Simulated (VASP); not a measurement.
# GaN (I-4m2) in VASP: notebook

GaN is run at these levels: PBE; tasks: single point.

All numbers are computed with VASP 6.6.1; they aren't measurements. Logs are shortened: lines on timing, memory, paths and dates and some standing lists are left out, and cuts for length are marked.

## 1. The cell of the first run

It takes space group I-4m2 (No. 119, tetragonal). The conventional cell has a = 3.168 Å, b = 3.168 Å, c = 4.589 Å, α = 90.00°, β = 90.00°, γ = 90.00°. Within 2.6 Å of Ga (site symmetry -4m2) lie 4 N at 1.96 Å. Within 2.6 Å of N (site symmetry -4m2) lie 4 Ga at 1.96 Å.

## 2. Single point, PBE (biaxial strain in the a-b plane: -1.5 %)

INCAR

```
PREC = Accurate
ENCUT = 520
EDIFF = 1E-6
ISMEAR = 0
SIGMA = 0.02
LREAL = F
LASPH = T
NELM = 100
ALGO = Normal
ISIF = 2
LWAVE = F
LCHARG = T
GGA = PE
LELF = T
LVHAR = T
NBANDS = 26
```

KPOINTS

```
Automatic mesh
0
Gamma
  8 8 6
```

POSCAR

```
GaN
1.0
    2.2401249166      2.2401249166      0.0000000000
   -2.2401249166      2.2401249166      0.0000000000
    0.0000000000      0.0000000000      4.5894132809
Ga N
2 2
Direct
    0.0000000000      0.0000000000      0.0000000000
    0.5000000000      0.5000000000      0.5000000000
    0.5000000000      0.0000000000      0.2500000000
    0.0000000000      0.5000000000      0.7500000000
```

Potentials or basis: VASP PAW PBE potentials, release 64 (Ga_d, N).

On the command line:

```console
$ cat potpaw_PBE.64/Ga_d/POTCAR potpaw_PBE.64/N/POTCAR > POTCAR
$ mpirun -np 1 vasp_std > vasp.out
```

OUTCAR:

```text
PREC = Accurate
   ENCUT = 520
   EDIFF = 1E-6
   ISMEAR = 0
   LREAL = F
   LASPH = T
   NELM = 100
   ISIF = 2
   GGA = PE

 ion  position               nearest neighbor table
   1  0.000  0.000  0.000-   3 1.96   4 1.96   4 1.96   3 1.96
   2  0.500  0.500  0.500-   3 1.96   4 1.96   3 1.96   4 1.96
   3  0.500  0.000  0.250-   1 1.96   2 1.96   2 1.96   1 1.96
   4  0.000  0.500  0.750-   1 1.96   2 1.96   1 1.96   2 1.96

  LATTYP: Found a simple tetragonal cell.
 ALAT       =     3.1680150385
 C/A-ratio  =     1.4486715578

  Lattice vectors:

 A1 = (   2.2401249166,   2.2401249166,   0.0000000000)
 A2 = (  -2.2401249166,   2.2401249166,   0.0000000000)
 A3 = (   0.0000000000,   0.0000000000,   4.5894132809)

Analysis of symmetry for initial positions (statically):
=====================================================================
 Subroutine PRICEL returns following result:

  LATTYP: Found a body centered tetragonal cell.
 ALAT       =     3.1680150385
 C/A-ratio  =     1.4486715578

  Lattice vectors:

 A1 = (   2.2401249166,   0.0000000000,  -2.2947066405)
 A2 = (  -2.2401249166,   0.0000000000,  -2.2947066404)
 A3 = (   0.0000000000,   2.2401249166,   2.2947066404)

   2 primitive cells build up your supercell.

 Routine SETGRP: Setting up the symmetry group for a
 simple tetragonal supercell.

 Subroutine GETGRP returns: Found  8 space group operations
 (whereof  8 operations were pure point group operations)
 out of a pool of 16 trial point group operations.

The static configuration has the point symmetry D_2d.

Analysis of symmetry for dynamics (positions and initial velocities):
=====================================================================
 Subroutine PRICEL returns following result:

  LATTYP: Found a body centered tetragonal cell.
 ALAT       =     3.1680150385
 C/A-ratio  =     1.4486715578

  Lattice vectors:

 A1 = (   2.2401249166,   0.0000000000,  -2.2947066405)
 A2 = (  -2.2401249166,   0.0000000000,  -2.2947066404)
 A3 = (   0.0000000000,   2.2401249166,   2.2947066404)

   2 primitive cells build up your supercell.

 Routine SETGRP: Setting up the symmetry group for a
 simple tetragonal supercell.

 Subroutine GETGRP returns: Found  8 space group operations
 (whereof  8 operations were pure point group operations)
 out of a pool of 16 trial point group operations.

The dynamic configuration has the point symmetry D_2d.

 Subroutine INISYM returns: Found  8 space group operations
 (whereof  8 operations are pure point group operations),
 and found     2 'primitive' translations

----------------------------------------------------------------------------------------

                                     Primitive cell

  volume of cell :      23.0304

  direct lattice vectors                    reciprocal lattice vectors
     2.240124917  0.000000000 -2.294706640     0.223201839  0.223201839 -0.217892776
    -2.240124917  0.000000000 -2.294706640    -0.223201839  0.223201839 -0.217892776
     0.000000000  2.240124917  2.294706640     0.000000000  0.446403677  0.000000000

  length of vectors
     3.206842405  3.206842405  3.206842405     0.383556232  0.383556232  0.446403677

  position of ions in fractional coordinates (direct lattice)
     0.000000000  0.000000000  0.000000000
     0.250000000  0.750000000  0.500000000

  ion indices of the primitive-cell ions
   primitive index   ion index
                 1           1
                 2           3

----------------------------------------------------------------------------------------

 KPOINTS: Automatic mesh

Automatic generation of k-mesh.
 Grid dimensions read from file:
 generate k-points for:    8    8    6

 Generating k-lattice:

  Cartesian coordinates                     Fractional coordinates (reciprocal lattice)
     0.027900230  0.027900230  0.000000000     0.125000000  0.000000000  0.000000000
    -0.027900230  0.027900230  0.000000000     0.000000000  0.125000000  0.000000000
     0.000000000  0.000000000  0.036315463     0.000000000  0.000000000  0.166666667

  Length of vectors
     0.039456883  0.039456883  0.036315463

  Shift w.r.t. Gamma in fractional coordinates (k-lattice)
     0.000000000  0.000000000  0.000000000

 Subroutine IBZKPT returns following result:
 ===========================================

 Found     60 irreducible k-points:

 Following reciprocal coordinates:
            Coordinates               Weight
  0.000000  0.000000  0.000000      1.000000
  0.125000  0.000000  0.000000      4.000000
  0.250000  0.000000  0.000000      4.000000
  0.375000  0.000000  0.000000      4.000000
  0.500000  0.000000  0.000000      2.000000
  0.125000  0.125000  0.000000      4.000000
[... 16 lines left out ...]
  0.375000  0.125000  0.166667     16.000000
  0.500000  0.125000  0.166667      8.000000
 [... further k-points ...]
   k-points           NKPTS =     60   k-points in BZ     NKDIM =     60   number of bands    NBANDS=     26
   number of dos      NEDOS =    301   number of ions     NIONS =      4
   total plane-waves  NPLWV =  20736
   dimension x,y,z NGX =    24 NGY =   24 NGZ =   36
   dimension x,y,z NGXF=    48 NGYF=   48 NGZF=   72
   ions per type =               2   2
   NGX,Y,Z   is equivalent  to a cutoff of  12.59, 12.59, 13.04 a.u.
   NGXF,Y,Z  is equivalent  to a cutoff of  25.19, 25.19, 26.08 a.u.
 SYSTEM =  unknown system
   PREC   = accura    normal or accurate (medium, high low for compatibility)
   ISTART =      0    job   : 0-new  1-cont  2-samecut
   ICHARG =      2    charge: 1-file 2-atom 10-const
   ISPIN  =      1    spin polarized calculation?
   LNONCOLLINEAR =      F non collinear calculations
   LSORBIT =      F    spin-orbit coupling
   LASPH  =      T    aspherical Exc in radial PAW
   ENCUT  =  520.0 eV  38.22 Ry    6.18 a.u.   5.89  5.89  8.53*2*pi/ulx,y,z
   NELM   =    100;   NELMIN=  2; NELMDL= -5     # of ELM steps
   EDIFF  = 0.1E-05   stopping-criterion for ELM
   LREAL  =      F    real-space projection
   EDIFFG = 0.1E-04   stopping-criterion for IOM
   NSW    =      0    number of steps for IOM
   IBRION =     -1    ionic relax: 0-MD 1-quasi-New 2-CG
   NFREE  =      0    steps in history (QN), initial steepest desc. (CG)
   ISIF   =      2    stress and relaxation
   ISYM   =      2    0-nonsym 1-usesym 2-fastsym
   POTIM  = 0.5000    time-step for ionic-motion
   TEBEG  =    0.0;   TEEND  =   0.0 temperature during run
   PSTRESS=    0.0 pullay stress
   NELECT =      36.0000    total number of electrons
   NUPDOWN=      -1.0000    fix difference up-down
   EMIN   =  10.00;   EMAX   =-10.00  energy-range for DOS
   EFERMI =   0.00;   METHOD = LEGACY
   ISMEAR =     0;   SIGMA  =   0.02  broadening in eV -4-tet -1-fermi 0-gaus
   EFERMI_NEDOS =   21; number of points for ismear=-14 and -15
   IALGO  =     38    algorithm
   IMIX   =      4    mixing-type and parameters
     AMIX     =   0.40;   BMIX     =  1.00
     AMIX_MAG =   1.60;   BMIX_MAG =  1.00
  volume/ion in A,a.u.               =      11.52        77.71
  Fermi-wavevector in a.u.,A,eV,Ry     =   1.507990  2.849688 30.940107  2.274034
  Thomas-Fermi vector in A             =   2.618503
   LORBIT       =      0    0 simple, 1 ext, 2 COOP (PROOUT), +10 PAW based schemes
   GGA     = PE    functional components
   LHFCALC =     F    Hartree Fock is set to
   AEXX    =    0.0000 exact exchange contribution
   IVDW    =     0    specifies the selected vdW correction
   LEPSILON=     F    determine dielectric tensor
   LRPA    =     F    only Hartree local field effects (RPA)
 non-spin polarized calculation
 Gauss-broadening in eV      SIGMA  =   0.02
  energy-cutoff  :      520.00
  volume of cell :       46.06
 maximum number of plane-waves:      1256
 NGX is ok and might be reduce to    24
   NGX = 11   NGY = 11   NGZ = 17

 number of electron      35.9999996 magnetization

 Free energy of the ion-electron system (eV)
  ---------------------------------------------------
  ext. energy  EPLUGINS =         0.00000000
  ---------------------------------------------------
  free energy    TOTEN  =       -24.28738924 eV

  energy without entropy =      -24.28738924  energy(sigma->0) =      -24.28738924

 E-fermi :   5.3718     XC(G=0): -11.6341

 val. band max:        5.2521811593   @ k =   0.0000   0.0000   0.0000
 cond. band min:       6.8960838648   @ k =   0.0000   0.0000   0.0000
 fundamental gap:      1.6439027055
 Fermi energy:         5.3717873288

 k-point     1 :       0.0000    0.0000    0.0000
  band No.  band energies     occupation
      1     -10.6657      2.00000
      2      -9.6149      2.00000
      3      -8.2412      2.00000
      4      -8.2149      2.00000
      5      -8.2149      2.00000
      6      -8.1289      2.00000
[... 18 lines left out ...]
     25      16.6620      0.00000
     26      19.1924      0.00000

 k-point     2 :       0.1250    0.0000    0.0000
  band No.  band energies     occupation
      1     -10.5510      2.00000
      2      -9.6151      2.00000
      3      -8.2217      2.00000
      4      -8.2033      2.00000
      5      -8.1779      2.00000
      6      -8.1154      2.00000
[... 18 lines left out ...]
     25      16.5493      0.00000
     26      18.8429      0.00000

 k-point     3 :       0.2500    0.0000    0.0000
  band No.  band energies     occupation
      1     -10.2630      2.00000
      2      -9.6247      2.00000
      3      -8.1819      2.00000
      4      -8.1709      2.00000
      5      -8.1060      2.00000
      6      -8.0315      2.00000
[... 18 lines left out ...]
     25      16.0598      0.00000
     26      18.1000      0.00000

 k-point     4 :       0.3750    0.0000    0.0000
  band No.  band energies     occupation
      1      -9.9552      2.00000
      2      -9.6624      2.00000
      3      -8.1498      2.00000
      4      -8.1246      2.00000
      5      -8.1224      2.00000
      6      -8.0182      2.00000
[... 18 lines left out ...]
     25      16.3934      0.00000
     26      17.3059      0.00000
[... 496 lines left out ...]
      1     -10.1224      2.00000
      2      -9.6410      2.00000
      3      -8.1621      2.00000
      4      -8.1408      2.00000
      5      -8.0957      2.00000
      6      -8.0323      2.00000
[... 18 lines left out ...]
     25      16.3517      0.00000
     26      17.3288      0.00000

 k-point    23 :       0.3750    0.1250    0.1667
  band No.  band energies     occupation
      1      -9.8815      2.00000
      2      -9.6646      2.00000
      3      -8.1343      2.00000
      4      -8.1162      2.00000
      5      -8.1061      2.00000
      6      -8.0439      2.00000
[... 18 lines left out ...]
     25      16.5843      0.00000
     26      17.1566      0.00000

 k-point    24 :       0.5000    0.1250    0.1667
  band No.  band energies     occupation
      1      -9.7332      2.00000
      2      -9.7332      2.00000
      3      -8.1231      2.00000
      4      -8.1231      2.00000
      5      -8.0743      2.00000
      6      -8.0743      2.00000
[... 18 lines left out ...]
     25      16.8689      0.00000
     26      16.8689      0.00000

 [... further k-points ...]
[... 5 lines left out ...]
  --------------------------------------------------------------------------------------
  -------------------------------------------------------------------------------------
  Total        1.4211095      1.4211095      0.5283334      0.0000000     -0.0000000      0.0000000
  in kB       49.4318077     49.4318077     18.3775238      0.0000000     -0.0000000      0.0000000
  external PRESSURE =      39.0803797 kB  Pullay stress =       0.0000000 kB

 VOLUME and BASIS-vectors are now :
 -----------------------------------------------------------------------------
  energy-cutoff  :      520.00
  volume of cell :       46.06
      direct lattice vectors                 reciprocal lattice vectors
     2.240124917  2.240124917  0.000000000     0.223201839  0.223201839  0.000000000
    -2.240124917  2.240124917  0.000000000    -0.223201839  0.223201839  0.000000000
     0.000000000  0.000000000  4.589413281     0.000000000  0.000000000  0.217892776

 POSITION                                       TOTAL-FORCE (eV/Angst)
 -----------------------------------------------------------------------------------
      0.00000      0.00000      0.00000         0.000000      0.000000      0.000000
      0.00000      2.24012      2.29471         0.000000      0.000000     -0.000000
      1.12006      1.12006      1.14735        -0.000000     -0.000000      0.000000
     -1.12006      1.12006      3.44206        -0.000000     -0.000000      0.000000
 -----------------------------------------------------------------------------------
    total drift:                               -0.000000      0.000000     -0.000000

  FREE ENERGIE OF THE ION-ELECTRON SYSTEM (eV)
  ---------------------------------------------------
  free  energy   TOTEN  =       -24.2873892364 eV

  energy  without entropy=      -24.2873892364  energy(sigma->0) =      -24.28738924
```

Run time: 54 s. Hardware: 1 thread of AMD EPYC 7R43 (Zen 3), shared host; peak memory 0.16 GiB.

Results:

- Free energy: -24.2874 eV
- Pressure: 3.9 GPa
- Band gap on the k mesh: 1.64 eV

Caveat: the cell differs from its parent crystal (biaxial strain in the a-b plane: -1.5 %).

## 3. Single point, PBE (biaxial strain in the a-b plane: -1.5 %, then relaxed in part)

INCAR

```
SYSTEM = GaN
PREC = Accurate
ENCUT = 520
EDIFF = 1E-6
ISMEAR = 0
SIGMA = 0.02
LREAL = .False.
LASPH = .True.
NELM = 60
ALGO = Normal
ISIF = 2
LWAVE = .False.
LCHARG = .False.
GGA = PE
NBANDS = 26
```

KPOINTS

```
regular mesh
0
Gamma
  8 8 6
  0 0 0
```

Changes to POSCAR since step 2:

```diff
@@ -4,3 +4,3 @@
    -2.2401249166      2.2401249166      0.0000000000
-    0.0000000000      0.0000000000      4.5894132809
+    0.0000000000      0.0000000000      4.6177387658
 Ga N
```

Potentials or basis: VASP PAW PBE potentials, release 64 (Ga_d, N).

On the command line:

```console
$ cat potpaw_PBE.64/Ga_d/POTCAR potpaw_PBE.64/N/POTCAR > POTCAR
$ mpirun -np 1 vasp_std > vasp.out
```

OUTCAR:

```text
SYSTEM = GaN
   PREC = Accurate
   ENCUT = 520
   EDIFF = 1E-6
   ISMEAR = 0
   LREAL = .False.
   LASPH = .True.
   NELM = 60
   ISIF = 2
   GGA = PE

 ion  position               nearest neighbor table
   1  0.000  0.000  0.000-   3 1.96   4 1.96   4 1.96   3 1.96
   2  0.500  0.500  0.500-   3 1.96   4 1.96   3 1.96   4 1.96
   3  0.500  0.000  0.250-   1 1.96   2 1.96   2 1.96   1 1.96
   4  0.000  0.500  0.750-   1 1.96   2 1.96   1 1.96   2 1.96

  LATTYP: Found a simple tetragonal cell.
 ALAT       =     3.1680150385
 C/A-ratio  =     1.4576126406

  Lattice vectors:

 A1 = (   2.2401249166,   2.2401249166,   0.0000000000)
 A2 = (  -2.2401249166,   2.2401249166,   0.0000000000)
 A3 = (   0.0000000000,   0.0000000000,   4.6177387658)

Analysis of symmetry for initial positions (statically):
=====================================================================
 Subroutine PRICEL returns following result:

  LATTYP: Found a body centered tetragonal cell.
 ALAT       =     3.1680150385
 C/A-ratio  =     1.4576126406

  Lattice vectors:
[... 181 lines left out ...]
  ---------------------------------------------------
  ext. energy  EPLUGINS =         0.00000000
  ---------------------------------------------------
  free energy    TOTEN  =       -24.28917005 eV

  energy without entropy =      -24.28917005  energy(sigma->0) =      -24.28917005

 E-fermi :   5.3054     XC(G=0): -11.6017

 val. band max:        5.1962305602   @ k =   0.0000   0.0000   0.0000
 cond. band min:       6.7888678605   @ k =   0.0000   0.0000   0.0000
 fundamental gap:      1.5926373003
 Fermi energy:         5.3054177804

 k-point     1 :       0.0000    0.0000    0.0000
  band No.  band energies     occupation
      1     -10.6793      2.00000
      2      -9.6550      2.00000
      3      -8.3078      2.00000
      4      -8.2750      2.00000
      5      -8.2750      2.00000
      6      -8.1891      2.00000
[... 685 lines left out ...]
     25      16.7716      0.00000
     26      16.7716      0.00000

 [... further k-points ...]
[... 5 lines left out ...]
  --------------------------------------------------------------------------------------
  -------------------------------------------------------------------------------------
  Total        1.1787566      1.1787566      0.0320331      0.0000000      0.0000000      0.0000000
  in kB       40.7503083     40.7503083      1.1074036      0.0000000      0.0000000      0.0000000
  external PRESSURE =      27.5360067 kB  Pullay stress =       0.0000000 kB

 VOLUME and BASIS-vectors are now :
 -----------------------------------------------------------------------------
  energy-cutoff  :      520.00
  volume of cell :       46.35
      direct lattice vectors                 reciprocal lattice vectors
     2.240124917  2.240124917  0.000000000     0.223201839  0.223201839  0.000000000
    -2.240124917  2.240124917  0.000000000    -0.223201839  0.223201839  0.000000000
     0.000000000  0.000000000  4.617738766     0.000000000  0.000000000  0.216556209

 POSITION                                       TOTAL-FORCE (eV/Angst)
 -----------------------------------------------------------------------------------
      0.00000      0.00000      0.00000        -0.000000     -0.000000      0.000000
      0.00000      2.24012      2.30887         0.000000      0.000000     -0.000000
      1.12006      1.12006      1.15443         0.000000      0.000000      0.000000
     -1.12006      1.12006      3.46330         0.000000      0.000000      0.000000
 -----------------------------------------------------------------------------------
    total drift:                               -0.000000      0.000000     -0.000000

  FREE ENERGIE OF THE ION-ELECTRON SYSTEM (eV)
  ---------------------------------------------------
  free  energy   TOTEN  =       -24.2891700504 eV

  energy  without entropy=      -24.2891700504  energy(sigma->0) =      -24.28917005
```

stdout:

```text
POSCAR found type information on POSCAR GaN
 POSCAR found :  2 types and       4 ions
 scaLAPACK will be used
 LDA part: xc-table for (Slater+PW92), standard interpolation
 POSCAR, INCAR and KPOINTS ok, starting setup
 FFT: planning ... GRIDC
 FFT: planning ... GRID_SOFT
 FFT: planning ... GRID
 WAVECAR not read
 entering main loop
```

Wall time 52 s (1 thread of AMD EPYC 7R43 (Zen 3), shared host); peak memory 0.16 GiB.

Results:

| Item | Value |
| --- | --- |
| Free energy | -24.2892 eV |
| Pressure | 2.8 GPa |
| Band gap on the k mesh | 1.59 eV |

Caveat: the cell differs from its parent crystal (biaxial strain in the a-b plane: -1.5 %, then relaxed in part).

## 4. Single point, PBE

This run uses another cell than the first one, of 11.59 Å³/atom, 1.006 times its volume.

INCAR

```
  ALGO = Normal
  EDIFF = 1E-6
  ENCUT = 520
  GGA = PE
  ISIF = 2
  ISMEAR = 0
  LASPH = T
  LCHARG = T
  LELF = T
  LREAL = F
  LVHAR = T
  LWAVE = F
  NBANDS = 26
  NELM = 100
  PREC = Accurate
  SIGMA = 0.02
```

KPOINTS

```
k-points
0
Gamma
  8 8 6
```

POSCAR is that of step 3.

On the command line:

```console
$ cat potpaw_PBE.64/Ga_d/POTCAR potpaw_PBE.64/N/POTCAR > POTCAR
$ mpirun -np 1 vasp_std > vasp.out
```

Run time: 54 s. Hardware: 1 thread of AMD EPYC 7R43 (Zen 3), shared host; peak memory 0.16 GiB.

It converged, with:

- Free energy: -24.2892 eV
- Pressure: 2.8 GPa
- Band gap on the k mesh: 1.59 eV

Stress tensor (GPa, compression positive):
```
4.08 0.00 0.00
0.00 4.08 0.00
0.00 0.00 0.11
```

Levels at points of the mesh, in eV from the valence-band top:
```csv
k point,band 14,band 15,band 16,band 17,band 18,band 19,band 20,band 21,band 22,band 23
"(0.00, 0.00, 0.00)",-2.55,-2.55,-0.15,0.00,0.00,1.59,3.44,6.85,10.15,10.15
"(0.50, 0.00, 0.00)",-5.37,-3.40,-3.40,-0.93,-0.93,6.37,6.37,7.61,7.61,9.13
"(0.50, 0.50, 0.00)",-6.01,-2.78,-2.78,-2.77,-2.77,3.24,3.24,6.38,6.38,11.70
"(0.00, 0.00, 0.50)",-3.59,-1.41,-1.41,-1.41,-1.41,4.43,4.43,7.43,7.43,11.31
"(0.50, 0.00, 0.50)",-7.00,-1.12,-1.12,-0.89,-0.89,4.48,4.48,8.62,8.62,10.07
"(0.50, 0.50, 0.50)",-5.62,-3.67,-3.67,-3.62,-3.62,6.01,6.01,8.14,8.14,9.70
```
